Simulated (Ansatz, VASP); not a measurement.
## Fe: VASP beside Ansatz

Contents of INCAR:

```
PREC = Accurate
ENCUT = 520
EDIFF = 1E-7
ISMEAR = -1
SIGMA = 0.05
LREAL = F
LASPH = T
NELM = 150
ALGO = Normal
ISIF = 2
LWAVE = F
LCHARG = F
ISPIN = 2
MAGMOM = 1.988
LORBIT = 11
LMAXMIX = 4
GGA = CA
NBANDS = 14
```

The input KPOINTS:

```
regular mesh
0
Gamma
  26 26 26
```

The input POSCAR:

```
Fe
1.0
   -1.3172556348      1.3172556348      1.3172556348
    1.3172556348     -1.3172556348      1.3172556348
    1.3172556348      1.3172556348     -1.3172556348
Fe
1
Direct
    0.0000000000      0.0000000000      0.0000000000
```

Input for Ansatz:

```yaml
crystal:
  lattice:
    - [-1.3172556348, 1.3172556348, 1.3172556348]
    - [1.3172556348, -1.3172556348, 1.3172556348]
    - [1.3172556348, 1.3172556348, -1.3172556348]
  atoms:
    - { symbol: Fe, position: [0.0, 0.0, 0.0], spin: 1.988 }
hamiltonian:
  xc: lda
  pseudopotentials:
    kind: paw
    azcp:
      Fe: "pseudopotentials/Fe.paw.azcp"
basis:
  ecutwfc: 420
  fft_grid_basis: typed
kpoints:
  mp_grid: { grid: [26, 26, 26], shift: [0, 0, 0] }
magnetization:
  spin_polarized: true
scf:
  occupations: { method: fermi_dirac, width: 0.05 }
output:
  stress: true
```

Alike in both runs: task single point; functional LDA; k mesh 26 × 26 × 26; occupations fermi-dirac, width 0.05 eV; collinear spin.

```csv
,VASP,Ansatz
version,VASP 6.6.1,Ansatz 0.2.0
potentials or method,"VASP PAW LDA potentials, release 64 (Fe), cutoff 520 eV","plane waves (420 eV) with PAW, scalar-relativistic"
valence electrons in the cell,8,16
```

|  | VASP | Ansatz | Ansatz less VASP |
| --- | --- | --- | --- |
| net moment per atom (μB) | 1.67 | 1.74 | +0.069 |
| size of the moment on the site where the two differ most (μB) | 1.63 | 1.73 | +0.094 |

Ansatz warns that its potentials were made for another functional, while VASP's fit it. LDA's correlation is that of Perdew and Zunger in VASP and of Perdew and Wang (1992) in Ansatz. Site moments also hang on the region over which each program counts them. VASP's potentials hold 8 valence electrons a cell and Ansatz's 16, so a difference there can come from the potentials and not from the codes.
